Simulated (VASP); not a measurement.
# Ca (Pm-3m) in VASP: notebook

The runs below take Ca through single point, with LDA.

Program: VASP 6.6.1. These are calculated values, not measurements. Logs are shortened: lines on timing, memory, paths and dates and some standing lists are left out, and cuts for length are marked.

**1. The cell of the first run**

Symmetry: Pm-3m, No. 221, cubic system. Conventional cell: a = 2.569 Å, b = 2.569 Å, c = 2.569 Å, α = 90.00°, β = 90.00°, γ = 90.00°. Ca (site symmetry m-3m) has 6 Ca at 2.57 Å within 3.4 Å.

**2. Single point, LDA**

Input file INCAR:

```
PREC = Accurate ; ENCUT = 500
EDIFF = 1E-6 ; ISMEAR = 0
SIGMA = 0.1 ; LREAL = False
LASPH = True ; NELM = 120
ALGO = Normal ; ISIF = 2
LWAVE = False ; LCHARG = True
LELF = True ; LVHAR = True
NBANDS = 11 ; GGA_COMPAT = False
```

Input file KPOINTS:

```
regular mesh
0
Gamma
  6 6 6
```

Input file POSCAR:

```
Ca
1.0
    2.5690328264      0.0000000000      0.0000000000
    0.0000000000      2.5690328264      0.0000000000
    0.0000000000      0.0000000000      2.5690328264
Ca
1
Direct
    0.0000000000      0.0000000000      0.0000000000
```

Potentials or basis: VASP PAW LDA potentials, release 64 (Ca_sv).

The run is started by

```console
$ cat potpaw_LDA.64/Ca_sv/POTCAR > POTCAR
$ mpirun -np 1 vasp_std > vasp.out
```

OUTCAR:

```text
PREC = Accurate
   ENCUT = 500
   EDIFF = 1E-6
   ISMEAR = 0
   LREAL = False
   LASPH = True
   NELM = 120
   ISIF = 2

 ion  position               nearest neighbor table
   1  0.000  0.000  0.000-

  LATTYP: Found a simple cubic cell.
 ALAT       =     2.5690328264

  Lattice vectors:

 A1 = (   2.5690328264,   0.0000000000,   0.0000000000)
 A2 = (   0.0000000000,   2.5690328264,   0.0000000000)
 A3 = (   0.0000000000,   0.0000000000,   2.5690328264)

Analysis of symmetry for initial positions (statically):
=====================================================================
 Subroutine PRICEL returns:
 Original cell was already a primitive cell.

 Routine SETGRP: Setting up the symmetry group for a
 simple cubic supercell.

 Subroutine GETGRP returns: Found 48 space group operations
 (whereof 48 operations were pure point group operations)
 out of a pool of 48 trial point group operations.

The static configuration has the point symmetry O_h .

Analysis of symmetry for dynamics (positions and initial velocities):
=====================================================================
 Subroutine PRICEL returns:
 Original cell was already a primitive cell.

 Routine SETGRP: Setting up the symmetry group for a
 simple cubic supercell.

 Subroutine GETGRP returns: Found 48 space group operations
 (whereof 48 operations were pure point group operations)
 out of a pool of 48 trial point group operations.

The dynamic configuration has the point symmetry O_h .

 Subroutine INISYM returns: Found 48 space group operations
 (whereof 48 operations are pure point group operations),
 and found     1 'primitive' translations

----------------------------------------------------------------------------------------

                                     Primitive cell

  volume of cell :      16.9554

  direct lattice vectors                    reciprocal lattice vectors
     2.569032826  0.000000000  0.000000000     0.389251546  0.000000000  0.000000000
     0.000000000  2.569032826  0.000000000     0.000000000  0.389251546  0.000000000
     0.000000000  0.000000000  2.569032826     0.000000000  0.000000000  0.389251546

  length of vectors
     2.569032826  2.569032826  2.569032826     0.389251546  0.389251546  0.389251546

  position of ions in fractional coordinates (direct lattice)
     0.000000000  0.000000000  0.000000000

  ion indices of the primitive-cell ions
   primitive index   ion index
                 1           1

----------------------------------------------------------------------------------------

 KPOINTS: regular mesh

Automatic generation of k-mesh.
 Grid dimensions read from file:
 generate k-points for:    6    6    6

 Generating k-lattice:

  Cartesian coordinates                     Fractional coordinates (reciprocal lattice)
     0.064875258  0.000000000  0.000000000     0.166666667  0.000000000  0.000000000
     0.000000000  0.064875258  0.000000000     0.000000000  0.166666667  0.000000000
     0.000000000  0.000000000  0.064875258     0.000000000  0.000000000  0.166666667

  Length of vectors
     0.064875258  0.064875258  0.064875258

  Shift w.r.t. Gamma in fractional coordinates (k-lattice)
     0.000000000  0.000000000  0.000000000

 Subroutine IBZKPT returns following result:
 ===========================================

 Found     20 irreducible k-points:

 Following reciprocal coordinates:
            Coordinates               Weight
  0.000000  0.000000  0.000000      1.000000
  0.166667  0.000000  0.000000      6.000000
  0.333333  0.000000  0.000000      6.000000
  0.500000  0.000000  0.000000      3.000000
  0.166667  0.166667  0.000000     12.000000
  0.333333  0.166667  0.000000     24.000000
[... 12 lines left out ...]
  0.500000  0.500000  0.333333      6.000000
  0.500000  0.500000  0.500000      1.000000
   k-points           NKPTS =     20   k-points in BZ     NKDIM =     20   number of bands    NBANDS=     11
   number of dos      NEDOS =    301   number of ions     NIONS =      1
   total plane-waves  NPLWV =   8000
   dimension x,y,z NGX =    20 NGY =   20 NGZ =   20
   dimension x,y,z NGXF=    40 NGYF=   40 NGZF=   40
   ions per type =               1
   NGX,Y,Z   is equivalent  to a cutoff of  12.94, 12.94, 12.94 a.u.
   NGXF,Y,Z  is equivalent  to a cutoff of  25.88, 25.88, 25.88 a.u.
 SYSTEM =  unknown system
   PREC   = accura    normal or accurate (medium, high low for compatibility)
   ISTART =      0    job   : 0-new  1-cont  2-samecut
   ICHARG =      2    charge: 1-file 2-atom 10-const
   ISPIN  =      1    spin polarized calculation?
   LNONCOLLINEAR =      F non collinear calculations
   LSORBIT =      F    spin-orbit coupling
   LASPH  =      T    aspherical Exc in radial PAW
   ENCUT  =  500.0 eV  36.75 Ry    6.06 a.u.   4.68  4.68  4.68*2*pi/ulx,y,z
   NELM   =    120;   NELMIN=  2; NELMDL= -5     # of ELM steps
   EDIFF  = 0.1E-05   stopping-criterion for ELM
   LREAL  =      F    real-space projection
   EDIFFG = 0.1E-04   stopping-criterion for IOM
   NSW    =      0    number of steps for IOM
   IBRION =     -1    ionic relax: 0-MD 1-quasi-New 2-CG
   NFREE  =      0    steps in history (QN), initial steepest desc. (CG)
   ISIF   =      2    stress and relaxation
   ISYM   =      2    0-nonsym 1-usesym 2-fastsym
   POTIM  = 0.5000    time-step for ionic-motion
   TEBEG  =    0.0;   TEEND  =   0.0 temperature during run
   PSTRESS=    0.0 pullay stress
   NELECT =      10.0000    total number of electrons
   NUPDOWN=      -1.0000    fix difference up-down
   EMIN   =  10.00;   EMAX   =-10.00  energy-range for DOS
   EFERMI =   0.00;   METHOD = LEGACY
   ISMEAR =     0;   SIGMA  =   0.10  broadening in eV -4-tet -1-fermi 0-gaus
   EFERMI_NEDOS =   21; number of points for ismear=-14 and -15
   IALGO  =     38    algorithm
   IMIX   =      4    mixing-type and parameters
     AMIX     =   0.40;   BMIX     =  1.00
     AMIX_MAG =   1.60;   BMIX_MAG =  1.00
  volume/ion in A,a.u.               =      16.96       114.42
  Fermi-wavevector in a.u.,A,eV,Ry     =   1.372899  2.594402 25.644955  1.884851
  Thomas-Fermi vector in A             =   2.498464
   LORBIT       =      0    0 simple, 1 ext, 2 COOP (PROOUT), +10 PAW based schemes
   GGA     = CA    functional components
   LHFCALC =     F    Hartree Fock is set to
   AEXX    =    0.0000 exact exchange contribution
   IVDW    =     0    specifies the selected vdW correction
   LEPSILON=     F    determine dielectric tensor
   LRPA    =     F    only Hartree local field effects (RPA)
 non-spin polarized calculation
 Gauss-broadening in eV      SIGMA  =   0.10
  energy-cutoff  :      500.00
  volume of cell :       16.96
 maximum number of plane-waves:       441
 NGX is ok and might be reduce to    20
   NGX =  9   NGY =  9   NGZ =  9

 number of electron      10.0000003 magnetization

 Free energy of the ion-electron system (eV)
  ---------------------------------------------------
  ext. energy  EPLUGINS =         0.00000000
  ---------------------------------------------------
  free energy    TOTEN  =        -0.35737449 eV

  energy without entropy =       -0.35195234  energy(sigma->0) =       -0.35466341

 E-fermi :   6.7622     XC(G=0): -11.5596

 val. band max:        6.7012718255   @ k =   0.1667   0.0000   0.0000
 cond. band min:       6.7799169982   @ k =   0.5000   0.1667   0.0000
 fundamental gap:      0.0786451726
 Fermi energy:         6.7621746096

 k-point     1 :       0.0000    0.0000    0.0000
  band No.  band energies     occupation
      1     -34.4567      2.00000
      2     -14.1001      2.00000
      3     -14.1001      2.00000
      4     -14.1001      2.00000
      5       2.6045      2.00000
      6       6.4312      2.00000
      7       6.4312      2.00000
      8      14.8945      0.00000
      9      14.8945      0.00000
     10      14.8945      0.00000
     11      24.3461      0.00000

 k-point     2 :       0.1667    0.0000    0.0000
  band No.  band energies     occupation
      1     -34.3250      2.00000
      2     -14.9068      2.00000
      3     -14.0298      2.00000
      4     -14.0298      2.00000
      5       3.4622      2.00000
      6       6.7013      1.61092
      7       7.4326      0.00000
      8      13.7593      0.00000
      9      13.7593      0.00000
     10      14.9807      0.00000
     11      21.3086      0.00000

 k-point     3 :       0.3333    0.0000    0.0000
  band No.  band energies     occupation
      1     -34.0475      2.00000
      2     -16.3301      2.00000
      3     -13.8856      2.00000
      4     -13.8856      2.00000
      5       5.2730      2.00000
      6       7.3057      0.00000
      7       8.9567      0.00000
      8      12.0337      0.00000
      9      12.0337      0.00000
     10      15.1577      0.00000
     11      18.9110      0.00000

 k-point     4 :       0.5000    0.0000    0.0000
  band No.  band energies     occupation
      1     -33.9008      2.00000
      2     -16.9762      2.00000
      3     -13.8116      2.00000
      4     -13.8116      2.00000
      5       6.7926      0.66671
      6       7.6495      0.00000
      7       8.5505      0.00000
      8      11.3199      0.00000
      9      11.3199      0.00000
     10      15.2486      0.00000
     11      19.2499      0.00000
[... 183 lines left out ...]
 k-point    18 :       0.5000    0.3333    0.3333
  band No.  band energies     occupation
      1     -33.1619      2.00000
      2     -16.1906      2.00000
      3     -15.5318      2.00000
      4     -15.4663      2.00000
      5       5.5188      2.00000
      6       6.9176      0.02793
      7       7.7526      0.00000
      8      13.5287      0.00000
      9      14.8455      0.00000
     10      17.5342      0.00000
     11      20.3393      0.00000

 k-point    19 :       0.5000    0.5000    0.3333
  band No.  band energies     occupation
      1     -33.0337      2.00000
      2     -16.0603      2.00000
      3     -16.0603      2.00000
      4     -15.3874      2.00000
      5       5.1806      2.00000
      6       6.9144      0.03139
      7       6.9144      0.03139
      8      14.2565      0.00000
      9      16.2251      0.00000
     10      17.0683      0.00000
     11      21.2108      0.00000

 k-point    20 :       0.5000    0.5000    0.5000
  band No.  band energies     occupation
      1     -32.9080      2.00000
      2     -15.9369      2.00000
      3     -15.9369      2.00000
      4     -15.9369      2.00000
      5       5.9506      2.00000
      6       5.9506      2.00000
      7       5.9506      2.00000
      8      14.4798      0.00000
      9      17.1220      0.00000
     10      17.1220      0.00000
     11      23.1414      0.00000

------------------------ aborting loop because EDIFF is reached ----------------------------------------

  FORCE on cell =-STRESS in cart. coord.  units (eV):
  Direction    XX          YY          ZZ          XY          YZ          ZX
  --------------------------------------------------------------------------------------
  -------------------------------------------------------------------------------------
  Total        4.3546283      4.3546283      4.3546283     -0.0000000      0.0000000     -0.0000000
  in kB      411.4837685    411.4837685    411.4837685     -0.0000000      0.0000000     -0.0000000
  external PRESSURE =     411.4837685 kB  Pullay stress =       0.0000000 kB

 VOLUME and BASIS-vectors are now :
 -----------------------------------------------------------------------------
  energy-cutoff  :      500.00
  volume of cell :       16.96
      direct lattice vectors                 reciprocal lattice vectors
     2.569032826  0.000000000  0.000000000     0.389251546  0.000000000  0.000000000
     0.000000000  2.569032826  0.000000000     0.000000000  0.389251546  0.000000000
     0.000000000  0.000000000  2.569032826     0.000000000  0.000000000  0.389251546

 POSITION                                       TOTAL-FORCE (eV/Angst)
 -----------------------------------------------------------------------------------
      0.00000      0.00000      0.00000         0.000000      0.000000      0.000000
 -----------------------------------------------------------------------------------
    total drift:                               -0.000000     -0.000000     -0.000000

  FREE ENERGIE OF THE ION-ELECTRON SYSTEM (eV)
  ---------------------------------------------------
  free  energy   TOTEN  =        -0.3573744885 eV

  energy  without entropy=       -0.3519523382  energy(sigma->0) =       -0.35466341
```

Run time: 3.5 s. Hardware: 1 thread of AMD EPYC 7R43 (Zen 3), shared host; peak memory 0.08 GiB.

Results:

- Free energy: -0.3574 eV
- Pressure: 41.1 GPa
- Band gap on the k mesh: zero (band 5 reaches 6.79 eV, above the bottom of band 6 at 5.95 eV)

Caveat: the k points lie up to 0.41 Å⁻¹ apart.

**3. Single point, LDA**

This run uses another cell than the first one, of 14.79 Å³/atom, 0.872 times its volume.

Input file INCAR:

```
  PREC = Accurate
  ENCUT = 500
  EDIFF = 1E-6
  ISMEAR = 0
  SIGMA = 0.1
  LREAL = F
  LASPH = T
  NELM = 120
  ALGO = Normal
  ISIF = 2
  LWAVE = F
  LCHARG = T
  GGA = CA
  LELF = T
  LVHAR = T
  NBANDS = 11
  GGA_COMPAT = F
```

KPOINTS is that of step 2.

Input file POSCAR:

```
Ca
1.0
    2.4547598464      0.0000000000      0.0000000000
    0.0000000000      2.4547598464      0.0000000000
    0.0000000000      0.0000000000      2.4547598464
Ca
1
Direct
    0.0000000000      0.0000000000      0.0000000000
```

Potentials or basis: VASP PAW LDA potentials, release 64 (Ca_sv).

The run is started by

```console
$ cat potpaw_LDA.64/Ca_sv/POTCAR > POTCAR
$ mpirun -np 1 vasp_std > vasp.out
```

It took 4.8 s on 1 thread of AMD EPYC 7R43 (Zen 3), shared host; peak memory 0.07 GiB.

It converged, with:

```
Free energy            : 0.3249 eV
Pressure               : 62.2 GPa
Band gap on the k mesh : zero (band 5 reaches 8.37 eV, above the bottom of band 6 at 6.60 eV)
```

Levels at points of the mesh, in eV from the Fermi level:
```
           k point  band 1  band 2  band 3  band 4  band 5  band 6  band 7  band 8  band 9  band 10
(0.00, 0.00, 0.00)  -41.35  -20.29  -20.29  -20.29   -3.59   -0.48   -0.48    9.17    9.17     9.17
(0.50, 0.00, 0.00)  -40.53  -24.15  -19.89  -19.89    0.71    0.90    2.79    5.03    5.03     9.59
(0.50, 0.50, 0.00)  -39.78  -23.36  -23.36  -19.53   -3.66    2.49    6.04    6.04    9.72     9.72
(0.50, 0.50, 0.50)  -39.07  -22.70  -22.70  -22.70   -1.05   -1.05   -1.05    8.17   11.77    11.77
```

Caveat: the k points lie up to 0.43 Å⁻¹ apart.
